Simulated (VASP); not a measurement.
Set up this calculation in VASP 6.6.1, as the native input.

```
Task                   : single point
Functional             : PBE
Potentials or basis    : VASP PAW PBE potentials, release 64 (Ti_sv, Al)
Cutoff                 : 520 eV
k mesh                 : 14 × 10 × 10
Occupations            : fermi-dirac, width 0.02 eV
Spin                   : no spin polarisation
Dipole correction      : no
Further INCAR settings : ALGO = Fast; EDIFF = 1e-06; NBANDS = 18
```

The structure of TiAl3 lies in POSCAR:

```
TiAl3
1.0
    2.8396770000      0.0000000000      0.0000000000
    0.0000000000      4.6812640000      0.0000000000
    0.0000000000      0.0000000000      4.9007420000
Ti Al
1 3
Direct
    0.0000000000      0.5000000000      0.1659160000
    0.5000000000      0.5000000000      0.6672710000
    0.5000000000      0.0000000000      0.3309120000
    0.0000000000      0.0000000000      0.8359000000
```

The input as run:

INCAR

```
PREC = Accurate
ENCUT = 520
EDIFF = 1E-6
ISMEAR = -1
SIGMA = 0.02
LREAL = F
LASPH = T
NELM = 80
ALGO = Fast
ISIF = 2
LWAVE = F
LCHARG = F
GGA = PE
NBANDS = 18
```

KPOINTS

```
regular mesh
0
Gamma
  14 10 10
```

Potentials or basis: VASP PAW PBE potentials, release 64 (Ti_sv, Al).

The run is started by

```bash
$ cat potpaw_PBE.64/Ti_sv/POTCAR potpaw_PBE.64/Al/POTCAR > POTCAR
$ mpirun -np 1 vasp_std > vasp.out
```

It gave:

| Property | Result |
| --- | --- |
| Pressure | -0.1 GPa |
| Largest force | 0.045 eV/Å |
| Band gap on the k mesh | zero (an odd number of electrons rules out a gap without spin polarisation) |

Wall time 14 min on 1 thread of Intel Xeon 8259CL, on a shared host, peak memory 0.43 GiB.
